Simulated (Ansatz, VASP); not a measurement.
# Te2Mo: VASP beside Ansatz

```xyz
6
Lattice="3.5182 0.0000 0.0000 -1.7591 3.0469 0.0000 0.0000 0.0000 13.9736" Properties=species:S:1:pos:R:3 pbc="T T T"
Te    0.0000    2.0312    8.6776
Te    1.7591    1.0156    1.6908
Te    0.0000    2.0312   12.2828
Te    1.7591    1.0156    5.2960
Mo    0.0000    2.0312    3.4934
Mo    1.7591    1.0156   10.4802
```

Alike in both runs: task single point; functional PBE; dispersion D3(BJ); k mesh 9 × 9 × 2; occupations gaussian, width 0.02 eV; no spin polarisation.

|  | VASP | Ansatz |
| --- | --- | --- |
| version | VASP 6.6.1 | Ansatz 0.2.0 |
| potentials or method | VASP PAW PBE potentials, release 64 (Te, Mo_sv), cutoff 500 eV | scalar-relativistic, plane waves, PAW |
| valence electrons in the cell | 52 | 92 |

|  | VASP | Ansatz | Ansatz less VASP |
| --- | --- | --- | --- |
| gap on the k mesh at the Fermi level (eV) | 0.78 | 0.78 | +0.006 |
| least direct gap on the mesh (eV) | 1.04 | 1.04 | +0.001 |
| pressure (GPa) | -0.5 | -0.5 | -0.02 |
| traceless stress, the component that is largest in VASP (GPa) | 0.51 | 0.45 | -0.058 |
| rms of the force components (eV/Å) | 0.085 | 0.078 | -0.0068 |

Atom by atom the forces differ by 0.007 eV/Å (rms over components). VASP's potentials hold 52 valence electrons a cell and Ansatz's 92, so a difference there can come from the potentials and not from the codes.

Spin-orbit coupling is off throughout.
